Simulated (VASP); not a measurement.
# Rb in VASP: further runs

The runs below take Rb through single point, with PBE.

Everything below comes from runs of VASP 6.6.1. Logs are shortened: lines on timing, memory, paths and dates and some standing lists are left out, and cuts for length are marked.

## (1) The cell of the first run

It takes space group C2/m (No. 12, monoclinic). Conventional cell: a = 5.420 Å, b = 8.334 Å, c = 4.938 Å, α = 90.00°, β = 121.65°, γ = 90.00°.

## (2) Single point, PBE (strained)

Contents of INCAR:

```
ALGO = Fast
EDIFF = 1E-7
ENCUT = 520
GGA = PE
ISIF = 2
ISMEAR = 0
LASPH = True
LCHARG = False
LREAL = False
LWAVE = False
NBANDS = 10
NELM = 80
PREC = Accurate
SIGMA = 0.1
```

Contents of KPOINTS:

```
k-points
0
Gamma
  10 10 10
```

Contents of POSCAR:

```
Rb
1.0
   -2.9193739531      2.9739908570      2.7097903790
    2.9739908570     -2.9193739531      2.7097903790
    2.9463781915      2.9463781915     -2.6507001418
Rb
1
Direct
    0.0000000000      0.0000000000      0.0000000000
```

Potentials or basis: VASP PAW PBE potentials, release 64 (Rb_sv).

Command:

```sh
$ cat potpaw_PBE.64/Rb_sv/POTCAR > POTCAR
$ mpirun -np 1 vasp_std > vasp.out
```

OUTCAR:

```text
EDIFF = 1E-7
   ENCUT = 520
   GGA = PE
   ISIF = 2
   ISMEAR = 0
   LASPH = True
   LREAL = False
   NELM = 80
   PREC = Accurate

 ion  position               nearest neighbor table
   1  0.000  0.000  0.000-

  LATTYP: Found a base centered monoclinic cell.
 ALAT       =     5.4201311428
 B/A-ratio  =     1.5376890748
 C/A-ratio  =     0.9111350458
 COS(beta)  =    -0.5246667143

  Lattice vectors:

 A1 = (  -2.9193739531,   2.9739908570,   2.7097903790)
 A2 = (   2.9739908570,  -2.9193739531,   2.7097903790)
 A3 = (   2.9463781915,   2.9463781915,  -2.6507001418)

Analysis of symmetry for initial positions (statically):
=====================================================================
 Subroutine PRICEL returns:
 Original cell was already a primitive cell.

 Routine SETGRP: Setting up the symmetry group for a
 base centered monoclinic supercell.

 Subroutine GETGRP returns: Found  4 space group operations
 (whereof  4 operations were pure point group operations)
 out of a pool of  4 trial point group operations.

The static configuration has the point symmetry C_2h.

Analysis of symmetry for dynamics (positions and initial velocities):
=====================================================================
 Subroutine PRICEL returns:
 Original cell was already a primitive cell.

 Routine SETGRP: Setting up the symmetry group for a
 base centered monoclinic supercell.

 Subroutine GETGRP returns: Found  4 space group operations
 (whereof  4 operations were pure point group operations)
 out of a pool of  4 trial point group operations.

The dynamic configuration has the point symmetry C_2h.

 Subroutine INISYM returns: Found  4 space group operations
 (whereof  4 operations are pure point group operations),
 and found     1 'primitive' translations

----------------------------------------------------------------------------------------

                                     Primitive cell

  volume of cell :      94.9592

  direct lattice vectors                    reciprocal lattice vectors
    -2.919373953  2.973990857  2.709790379    -0.002587240  0.167095112  0.182858257
     2.973990857 -2.919373953  2.709790379     0.167095112 -0.002587240  0.182858257
     2.946378192  2.946378192 -2.650700142     0.168175133  0.168175133 -0.003389637

  length of vectors
     4.970948581  4.970948581  4.938471437     0.247718817  0.247718817  0.237859708

  position of ions in fractional coordinates (direct lattice)
     0.000000000  0.000000000  0.000000000

  ion indices of the primitive-cell ions
   primitive index   ion index
                 1           1

----------------------------------------------------------------------------------------

 KPOINTS: k-points

Automatic generation of k-mesh.
 Grid dimensions read from file:
 generate k-points for:   10   10   10

 Generating k-lattice:

  Cartesian coordinates                     Fractional coordinates (reciprocal lattice)
    -0.000258724  0.016709511  0.018285826     0.100000000  0.000000000 -0.000000000
     0.016709511 -0.000258724  0.018285826     0.000000000  0.100000000 -0.000000000
     0.016817513  0.016817513 -0.000338964    -0.000000000 -0.000000000  0.100000000

  Length of vectors
     0.024771882  0.024771882  0.023785971

  Shift w.r.t. Gamma in fractional coordinates (k-lattice)
     0.000000000  0.000000000  0.000000000

 Subroutine IBZKPT returns following result:
 ===========================================

 Found    282 irreducible k-points:

 Following reciprocal coordinates:
            Coordinates               Weight
  0.000000  0.000000  0.000000      1.000000
  0.100000  0.000000 -0.000000      4.000000
  0.200000  0.000000 -0.000000      4.000000
  0.300000  0.000000 -0.000000      4.000000
  0.400000  0.000000 -0.000000      4.000000
  0.500000  0.000000 -0.000000      2.000000
[... 16 lines left out ...]
  0.300000  0.300000 -0.000000      2.000000
  0.400000  0.300000 -0.000000      4.000000
 [... further k-points ...]
   k-points           NKPTS =    282   k-points in BZ     NKDIM =    282   number of bands    NBANDS=     10
   number of dos      NEDOS =    301   number of ions     NIONS =      1
   total plane-waves  NPLWV =  64000
   dimension x,y,z NGX =    40 NGY =   40 NGZ =   40
   dimension x,y,z NGXF=    80 NGYF=   80 NGZF=   80
   ions per type =               1
   NGX,Y,Z   is equivalent  to a cutoff of  13.38, 13.38, 13.47 a.u.
   NGXF,Y,Z  is equivalent  to a cutoff of  26.75, 26.75, 26.93 a.u.
 SYSTEM =  unknown system
   PREC   = accura    normal or accurate (medium, high low for compatibility)
   ISTART =      0    job   : 0-new  1-cont  2-samecut
   ICHARG =      2    charge: 1-file 2-atom 10-const
   ISPIN  =      1    spin polarized calculation?
   LNONCOLLINEAR =      F non collinear calculations
   LSORBIT =      F    spin-orbit coupling
   LASPH  =      T    aspherical Exc in radial PAW
   ENCUT  =  520.0 eV  38.22 Ry    6.18 a.u.   9.24  9.24  9.18*2*pi/ulx,y,z
   NELM   =     80;   NELMIN=  2; NELMDL= -5     # of ELM steps
   EDIFF  = 0.1E-06   stopping-criterion for ELM
   LREAL  =      F    real-space projection
   EDIFFG = 0.1E-05   stopping-criterion for IOM
   NSW    =      0    number of steps for IOM
   IBRION =     -1    ionic relax: 0-MD 1-quasi-New 2-CG
   NFREE  =      0    steps in history (QN), initial steepest desc. (CG)
   ISIF   =      2    stress and relaxation
   ISYM   =      2    0-nonsym 1-usesym 2-fastsym
   POTIM  = 0.5000    time-step for ionic-motion
   TEBEG  =    0.0;   TEEND  =   0.0 temperature during run
   PSTRESS=    0.0 pullay stress
   NELECT =       9.0000    total number of electrons
   NUPDOWN=      -1.0000    fix difference up-down
   EMIN   =  10.00;   EMAX   =-10.00  energy-range for DOS
   EFERMI =   0.00;   METHOD = LEGACY
   ISMEAR =     0;   SIGMA  =   0.10  broadening in eV -4-tet -1-fermi 0-gaus
   EFERMI_NEDOS =   21; number of points for ismear=-14 and -15
   IALGO  =     68    algorithm
   IMIX   =      4    mixing-type and parameters
     AMIX     =   0.40;   BMIX     =  1.00
     AMIX_MAG =   1.60;   BMIX_MAG =  1.00
  volume/ion in A,a.u.               =      94.96       640.82
  Fermi-wavevector in a.u.,A,eV,Ry     =   0.746409  1.410508  7.580155  0.557126
  Thomas-Fermi vector in A             =   1.842223
   LORBIT       =      0    0 simple, 1 ext, 2 COOP (PROOUT), +10 PAW based schemes
   GGA     = PE    functional components
   LHFCALC =     F    Hartree Fock is set to
   AEXX    =    0.0000 exact exchange contribution
   IVDW    =     0    specifies the selected vdW correction
   LEPSILON=     F    determine dielectric tensor
   LRPA    =     F    only Hartree local field effects (RPA)
 non-spin polarized calculation
 RMM-DIIS sequential band-by-band and
 Gauss-broadening in eV      SIGMA  =   0.10
  energy-cutoff  :      520.00
  volume of cell :       94.96
 maximum number of plane-waves:      2578
 NGX is ok and might be reduce to    40
   NGX = 19   NGY = 19   NGZ = 19

 number of electron       9.0000000 magnetization

 Free energy of the ion-electron system (eV)
  ---------------------------------------------------
  ext. energy  EPLUGINS =         0.00000000
  ---------------------------------------------------
  free energy    TOTEN  =        -0.93443988 eV

  energy without entropy =       -0.92909189  energy(sigma->0) =       -0.93176588

 E-fermi :  -0.0923     XC(G=0):  -5.3649

 val. band max:       -0.0941993801   @ k =  -0.4000   0.4000   0.2000
 cond. band min:      -0.0871231541   @ k =  -0.2000   0.4000   0.2000
 fundamental gap:      0.0070762260
 Fermi energy:        -0.0923450104

 k-point     1 :       0.0000    0.0000    0.0000
  band No.  band energies     occupation
      1     -29.0084      2.00000
      2     -13.0554      2.00000
      3     -13.0541      2.00000
      4     -13.0536      2.00000
      5      -1.9971      2.00000
      6       3.2678      0.00000
      7       3.7031      0.00000
      8       3.7505      0.00000
      9       4.1642      0.00000
     10       4.7772      0.00000

 k-point     2 :       0.1000    0.0000   -0.0000
  band No.  band energies     occupation
      1     -29.0081      2.00000
      2     -13.0626      2.00000
      3     -13.0570      2.00000
      4     -13.0541      2.00000
      5      -1.8820      2.00000
      6       3.2014      0.00000
      7       3.4544      0.00000
      8       3.7277      0.00000
      9       4.1647      0.00000
     10       4.6012      0.00000

 k-point     3 :       0.2000    0.0000   -0.0000
  band No.  band energies     occupation
      1     -29.0073      2.00000
      2     -13.0827      2.00000
      3     -13.0636      2.00000
      4     -13.0550      2.00000
      5      -1.5464      2.00000
      6       2.7717      0.00000
      7       2.9368      0.00000
      8       3.9383      0.00000
      9       4.2673      0.00000
     10       4.4928      0.00000

 k-point     4 :       0.3000    0.0000   -0.0000
  band No.  band energies     occupation
      1     -29.0063      2.00000
      2     -13.1073      2.00000
      3     -13.0717      2.00000
      4     -13.0561      2.00000
      5      -1.0198      2.00000
      6       2.0119      0.00000
      7       2.6379      0.00000
      8       4.3608      0.00000
      9       4.4199      0.00000
     10       4.5030      0.00000
[... 222 lines left out ...]
 k-point    22 :      -0.2000    0.2000    0.0000
  band No.  band energies     occupation
      1     -29.0073      2.00000
      2     -13.0837      2.00000
      3     -13.0626      2.00000
      4     -13.0536      2.00000
      5      -1.5742      2.00000
      6       2.5836      0.00000
      7       3.3285      0.00000
      8       3.9183      0.00000
      9       4.1125      0.00000
     10       4.5657      0.00000

 k-point    23 :       0.3000    0.3000   -0.0000
  band No.  band energies     occupation
      1     -29.0048      2.00000
      2     -13.1154      2.00000
      3     -13.1033      2.00000
      4     -13.0648      2.00000
      5       0.6519      0.00000
      6       1.1132      0.00000
      7       1.3796      0.00000
      8       3.7952      0.00000
      9       4.3539      0.00000
     10       5.1015      0.00000

 k-point    24 :       0.4000    0.3000   -0.0000
  band No.  band energies     occupation
      1     -29.0048      2.00000
      2     -13.1189      2.00000
      3     -13.1009      2.00000
      4     -13.0626      2.00000
      5       0.5280      0.00000
      6       1.1532      0.00000
      7       1.4436      0.00000
      8       3.8342      0.00000
      9       4.4949      0.00000
     10       4.8612      0.00000

 [... further k-points ...]
[... 5 lines left out ...]
  --------------------------------------------------------------------------------------
  -------------------------------------------------------------------------------------
  Total       -0.0662763     -0.0662763     -0.0471472     -0.0085704     -0.0178757     -0.0178757
  in kB       -1.1182307     -1.1182307     -0.7954795     -0.1446015     -0.3016037     -0.3016037
  external PRESSURE =      -1.0106470 kB  Pullay stress =       0.0000000 kB

 VOLUME and BASIS-vectors are now :
 -----------------------------------------------------------------------------
  energy-cutoff  :      520.00
  volume of cell :       94.96
      direct lattice vectors                 reciprocal lattice vectors
    -2.919373953  2.973990857  2.709790379    -0.002587240  0.167095112  0.182858257
     2.973990857 -2.919373953  2.709790379     0.167095112 -0.002587240  0.182858257
     2.946378192  2.946378192 -2.650700142     0.168175133  0.168175133 -0.003389637

 POSITION                                       TOTAL-FORCE (eV/Angst)
 -----------------------------------------------------------------------------------
      0.00000      0.00000      0.00000        -0.000000      0.000000     -0.000000
 -----------------------------------------------------------------------------------
    total drift:                               -0.000000     -0.000000     -0.000000

  FREE ENERGIE OF THE ION-ELECTRON SYSTEM (eV)
  ---------------------------------------------------
  free  energy   TOTEN  =        -0.9344398787 eV

  energy  without entropy=       -0.9290918875  energy(sigma->0) =       -0.93176588
```

It took 3.5 min on 1 thread of AMD EPYC 7R13 (Zen 3), shared host; peak memory 0.38 GiB.

What came out:

| Property | Result |
| --- | --- |
| Free energy | -0.9344 eV |
| Pressure | -0.1 GPa |
| Band gap on the k mesh | zero (an odd number of electrons rules out a gap without spin polarisation) |

Levels at points of the mesh, in eV from the Fermi level:
```
           k point  band 1  band 2  band 3  band 4  band 5  band 6  band 7  band 8  band 9
(0.00, 0.00, 0.00)  -28.92  -12.96  -12.96  -12.96   -1.90    3.36    3.80    3.84    4.26
(0.50, 0.00, 0.00)  -28.91  -13.04  -12.99  -12.97    0.28    0.79    2.45    4.27    4.98
(0.50, 0.50, 0.00)  -28.91  -13.05  -12.99  -12.96    0.17    0.66    2.91    3.98    4.90
(0.00, 0.00, 0.50)  -28.91  -13.04  -12.98  -12.96    0.13    0.62    2.92    4.01    4.96
(0.50, 0.00, 0.50)  -28.91  -13.05  -12.99  -12.97    0.36    0.89    2.44    4.16    4.86
(0.50, 0.50, 0.50)  -28.91  -13.03  -13.03  -13.01    1.19    1.39    2.88    2.88    3.75
```

Caveat: the cell differs from its parent crystal (strained).

(Part 1 of 2 ends here.)
